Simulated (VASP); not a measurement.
# Na (P6_3/mmc) in VASP: further runs, part 2 of 2

VASP 6.6.1.

**3. Single point, r2SCAN**

The input, POSCAR:

```
Na
1.0
    3.7670009976      0.0000000000      0.0000000000
   -1.8835004988      3.2623185600      0.0000000000
    0.0000000000      0.0000000000      6.1540000000
Na
2
Direct
    0.3333333333      0.6666666667      0.2500000000
    0.6666666667      0.3333333333      0.7500000000
```

The input, INCAR.step1:

```
PREC = Accurate ; ENCUT = 520
ISMEAR = 0 ; SIGMA = 0.1
LREAL = False ; LASPH = True
NELM = 100 ; NBANDS = 14
GGA = PE ; ALGO = Normal
EDIFF = 1E-4 ; LWAVE = True
LCHARG = False
```

The input, INCAR.step2:

```
PREC = Accurate ; ENCUT = 520
EDIFF = 1E-6 ; ISMEAR = 0
SIGMA = 0.1 ; LREAL = False
LASPH = True ; NELM = 100
ALGO = Normal ; ISIF = 2
LWAVE = False ; LCHARG = False
METAGGA = R2SCAN ; LMIXTAU = True
NBANDS = 14 ; ISTART = 1
```

The input, KPOINTS:

```
regular mesh
0
Gamma
  15 15 8
```

Potentials or basis: VASP PAW PBE potentials, release 64 (Na_pv).

Command:

```bash
$ cat potpaw_PBE.64/Na_pv/POTCAR > POTCAR
$ cp INCAR.step1 INCAR
$ mpirun -np 1 vasp_std > vasp.out
$ cp INCAR.step2 INCAR
$ mpirun -np 1 vasp_std > vasp.out
```

OUTCAR:

```text
PREC = Accurate
   ENCUT = 520
   EDIFF = 1E-6
   ISMEAR = 0
   LREAL = False
   LASPH = True
   NELM = 100
   ISIF = 2
   METAGGA = R2SCAN
   ISTART = 1

 ion  position               nearest neighbor table
   1  0.333  0.667  0.250-
   2  0.667  0.333  0.750-

  LATTYP: Found a hexagonal cell.
 ALAT       =     3.7670009976
 C/A-ratio  =     1.6336603054

  Lattice vectors:

 A1 = (   3.7670009976,   0.0000000000,   0.0000000000)
 A2 = (  -1.8835004988,   3.2623185600,   0.0000000000)
 A3 = (   0.0000000000,   0.0000000000,   6.1540000000)

Analysis of symmetry for initial positions (statically):
=====================================================================
 Subroutine PRICEL returns:
 Original cell was already a primitive cell.

 Routine SETGRP: Setting up the symmetry group for a
 hexagonal supercell.

 Subroutine GETGRP returns: Found 24 space group operations
 (whereof 12 operations were pure point group operations)
 out of a pool of 24 trial point group operations.

The static configuration has the point symmetry D_3d.
 The point group associated with its full space group is D_6h.

Analysis of symmetry for dynamics (positions and initial velocities):
=====================================================================
 Subroutine PRICEL returns:
 Original cell was already a primitive cell.

 Routine SETGRP: Setting up the symmetry group for a
 hexagonal supercell.

 Subroutine GETGRP returns: Found 24 space group operations
 (whereof 12 operations were pure point group operations)
 out of a pool of 24 trial point group operations.

The dynamic configuration has the point symmetry D_3d.
 The point group associated with its full space group is D_6h.

 Subroutine INISYM returns: Found 24 space group operations
 (whereof 12 operations are pure point group operations),
 and found     1 'primitive' translations

----------------------------------------------------------------------------------------

                                     Primitive cell

  volume of cell :      75.6275

  direct lattice vectors                    reciprocal lattice vectors
     3.767000998  0.000000000  0.000000000     0.265463163  0.153265229  0.000000000
    -1.883500499  3.262318560  0.000000000     0.000000000  0.306530457  0.000000000
     0.000000000  0.000000000  6.154000000     0.000000000  0.000000000  0.162495938

  length of vectors
     3.767000998  3.767000998  6.154000000     0.306530457  0.306530457  0.162495938

  position of ions in fractional coordinates (direct lattice)
     0.333333333  0.666666667  0.250000000
     0.666666667  0.333333333  0.750000000

  ion indices of the primitive-cell ions
   primitive index   ion index
                 1           1
                 2           2

----------------------------------------------------------------------------------------

 KPOINTS: regular mesh

Automatic generation of k-mesh.
 Grid dimensions read from file:
 generate k-points for:   15   15    8

 Generating k-lattice:

  Cartesian coordinates                     Fractional coordinates (reciprocal lattice)
     0.017697544  0.010217682  0.000000000     0.066666667  0.000000000  0.000000000
     0.000000000  0.020435364  0.000000000     0.000000000  0.066666667  0.000000000
     0.000000000  0.000000000  0.020311992     0.000000000  0.000000000  0.125000000

  Length of vectors
     0.020435364  0.020435364  0.020311992

  Shift w.r.t. Gamma in fractional coordinates (k-lattice)
     0.000000000  0.000000000  0.000000000

 Subroutine IBZKPT returns following result:
 ===========================================

 Found    135 irreducible k-points:

 Following reciprocal coordinates:
            Coordinates               Weight
  0.000000  0.000000  0.000000      1.000000
  0.066667  0.000000  0.000000      6.000000
  0.133333  0.000000  0.000000      6.000000
  0.200000  0.000000  0.000000      6.000000
  0.266667  0.000000  0.000000      6.000000
  0.333333  0.000000  0.000000      6.000000
[... 16 lines left out ...]
  0.333333  0.200000  0.000000     12.000000
  0.400000  0.200000  0.000000      6.000000
 [... further k-points ...]
   k-points           NKPTS =    135   k-points in BZ     NKDIM =    135   number of bands    NBANDS=     14
   number of dos      NEDOS =    301   number of ions     NIONS =      2
   total plane-waves  NPLWV =  37632
   dimension x,y,z NGX =    28 NGY =   28 NGZ =   48
   dimension x,y,z NGXF=    56 NGYF=   56 NGZF=   96
   ions per type =               2
   NGX,Y,Z   is equivalent  to a cutoff of  12.36, 12.36, 12.97 a.u.
   NGXF,Y,Z  is equivalent  to a cutoff of  24.71, 24.71, 25.93 a.u.
 SYSTEM =  unknown system
   PREC   = accura    normal or accurate (medium, high low for compatibility)
   ISTART =      1    job   : 0-new  1-cont  2-samecut
   ICHARG =      0    charge: 1-file 2-atom 10-const
   ISPIN  =      1    spin polarized calculation?
   LNONCOLLINEAR =      F non collinear calculations
   LSORBIT =      F    spin-orbit coupling
   LASPH  =      T    aspherical Exc in radial PAW
   ENCUT  =  520.0 eV  38.22 Ry    6.18 a.u.   7.00  7.00 11.44*2*pi/ulx,y,z
   NELM   =    100;   NELMIN=  2; NELMDL=  0     # of ELM steps
   EDIFF  = 0.1E-05   stopping-criterion for ELM
   LREAL  =      F    real-space projection
   EDIFFG = 0.1E-04   stopping-criterion for IOM
   NSW    =      0    number of steps for IOM
   IBRION =     -1    ionic relax: 0-MD 1-quasi-New 2-CG
   NFREE  =      0    steps in history (QN), initial steepest desc. (CG)
   ISIF   =      2    stress and relaxation
   ISYM   =      2    0-nonsym 1-usesym 2-fastsym
   POTIM  = 0.5000    time-step for ionic-motion
   TEBEG  =    0.0;   TEEND  =   0.0 temperature during run
   PSTRESS=    0.0 pullay stress
   NELECT =      14.0000    total number of electrons
   NUPDOWN=      -1.0000    fix difference up-down
   EMIN   =  10.00;   EMAX   =-10.00  energy-range for DOS
   EFERMI =   0.00;   METHOD = LEGACY
   ISMEAR =     0;   SIGMA  =   0.10  broadening in eV -4-tet -1-fermi 0-gaus
   EFERMI_NEDOS =   21; number of points for ismear=-14 and -15
   IALGO  =     38    algorithm
   IMIX   =      4    mixing-type and parameters
     AMIX     =   0.40;   BMIX     =  1.00
     AMIX_MAG =   1.60;   BMIX_MAG =  1.00
  volume/ion in A,a.u.               =      37.81       255.18
  Fermi-wavevector in a.u.,A,eV,Ry     =   0.933020  1.763152 11.844231  0.870526
  Thomas-Fermi vector in A             =   2.059678
   LORBIT       =      0    0 simple, 1 ext, 2 COOP (PROOUT), +10 PAW based schemes
   METAGGA = R2SCAN    functional components
   LHFCALC =     F    Hartree Fock is set to
   AEXX    =    0.0000 exact exchange contribution
   IVDW    =     0    specifies the selected vdW correction
   LEPSILON=     F    determine dielectric tensor
   LRPA    =     F    only Hartree local field effects (RPA)
 non-spin polarized calculation
 Gauss-broadening in eV      SIGMA  =   0.10
  energy-cutoff  :      520.00
  volume of cell :       75.63
 maximum number of plane-waves:      2060
 NGX is ok and might be reduce to    28
   NGX = 13   NGY = 13   NGZ = 23

 number of electron      14.0000011 magnetization

 Free energy of the ion-electron system (eV)
  ---------------------------------------------------
  ext. energy  EPLUGINS =         0.00000000
  ---------------------------------------------------
  free energy    TOTEN  =        -7.10692237 eV

  energy without entropy =       -7.10117194  energy(sigma->0) =       -7.10404716

 E-fermi :   0.3105     XC(G=0):  -6.8632

 val. band max:        0.3041150174   @ k =   0.2667   0.0000   0.2500
 cond. band min:       0.3139835660   @ k =   0.2000   0.2000   0.3750
 fundamental gap:      0.0098685486
 Fermi energy:         0.3104902127

 k-point     1 :       0.0000    0.0000    0.0000
  band No.  band energies     occupation
      1     -25.7656      2.00000
      2     -25.7373      2.00000
      3     -25.7371      2.00000
      4     -25.7328      2.00000
      5     -25.7326      2.00000
      6     -25.7325      2.00000
      7      -3.1569      2.00000
      8       0.7866      0.00000
      9       1.4396      0.00000
     10      10.8277      0.00000
     11      10.8279      0.00000
     12      11.3186      0.00000
     13      11.3314      0.00000
     14      11.3314      0.00000
[... 375 lines left out ...]
 k-point    24 :       0.4000    0.2000    0.0000
  band No.  band energies     occupation
      1     -25.7599      2.00000
      2     -25.7548      2.00000
      3     -25.7495      2.00000
      4     -25.7486      2.00000
      5     -25.7429      2.00000
      6     -25.7420      2.00000
      7       0.9186      0.00000
      8       1.1759      0.00000
      9       3.7326      0.00000
     10       4.7310      0.00000
     11       4.7946      0.00000
     12       5.3578      0.00000
     13       6.8419      0.00000
     14       7.6243      0.00000

 [... further k-points ...]
[... 5 lines left out ...]
  --------------------------------------------------------------------------------------
  -------------------------------------------------------------------------------------
  Total        0.0176739      0.0176739      0.0049793      0.0000000      0.0000000      0.0000000
  in kB        0.3744227      0.3744227      0.1054872      0.0000000      0.0000000      0.0000000
  external PRESSURE =       0.2847776 kB  Pullay stress =       0.0000000 kB

 VOLUME and BASIS-vectors are now :
 -----------------------------------------------------------------------------
  energy-cutoff  :      520.00
  volume of cell :       75.63
      direct lattice vectors                 reciprocal lattice vectors
     3.767000998  0.000000000  0.000000000     0.265463163  0.153265229  0.000000000
    -1.883500499  3.262318560  0.000000000     0.000000000  0.306530457  0.000000000
     0.000000000  0.000000000  6.154000000     0.000000000  0.000000000  0.162495938

 POSITION                                       TOTAL-FORCE (eV/Angst)
 -----------------------------------------------------------------------------------
     -0.00000      2.17488      1.53850        -0.000000     -0.000000      0.000000
      1.88350      1.08744      4.61550         0.000000      0.000000      0.000000
 -----------------------------------------------------------------------------------
    total drift:                                0.000000     -0.000000      0.000000

  FREE ENERGIE OF THE ION-ELECTRON SYSTEM (eV)
  ---------------------------------------------------
  free  energy   TOTEN  =        -7.1069223712 eV

  energy  without entropy=       -7.1011719418  energy(sigma->0) =       -7.10404716
```

OUTCAR.step1:

```text
PREC = Accurate
   ENCUT = 520
   ISMEAR = 0
   LREAL = False
   LASPH = True
[... 633 lines left out ...]
     -0.00000      2.17488      1.53850        -0.000000     -0.000000      0.000000
      1.88350      1.08744      4.61550         0.000000      0.000000      0.000000
 -----------------------------------------------------------------------------------
    total drift:                                0.000000     -0.000000      0.000000

  FREE ENERGIE OF THE ION-ELECTRON SYSTEM (eV)
  ---------------------------------------------------
  free  energy   TOTEN  =        -2.6230554490 eV

  energy  without entropy=       -2.6170611426  energy(sigma->0) =       -2.62005830
```

OSZICAR.step1:

```text
N       E                     dE             d eps       ncg     rms          rms(c)
DAV:   1     0.100327539627E+03    0.10033E+03   -0.76837E+03  3788   0.963E+02
DAV:   2     0.133704398131E+01   -0.98990E+02   -0.97975E+02  3912   0.275E+02
DAV:   3    -0.256925535138E+01   -0.39063E+01   -0.39027E+01  4824   0.628E+01
DAV:   4    -0.262310454862E+01   -0.53849E-01   -0.53847E-01  4302   0.792E+00
DAV:   5    -0.262432328206E+01   -0.12187E-02   -0.12187E-02  4728   0.122E+00    0.284E-01
DAV:   6    -0.262360542538E+01    0.71786E-03   -0.10144E-03  4712   0.394E-01    0.191E-01
DAV:   7    -0.262307371224E+01    0.53171E-03   -0.17902E-03  5204   0.456E-01    0.226E-02
DAV:   8    -0.262305544896E+01    0.18263E-04   -0.12067E-04  2472   0.192E-01
   1 F= -.26230554E+01 E0= -.26200583E+01  d E =-.599431E-02
```

It took 3 min on 1 thread of Intel Xeon 6975P-C (Granite Rapids), shared host; peak memory 0.25 GiB.

Results:

```yaml
Free_energy: -7.1069 eV
Pressure: 0.0 GPa
Band_gap_on_the_k_mesh: zero (band 7 reaches 2.44 eV, above the bottom of band 8 at -2.07 eV)
```

Caveat: the PAW data sets were made with another functional, which shifts forces and pressure a little.
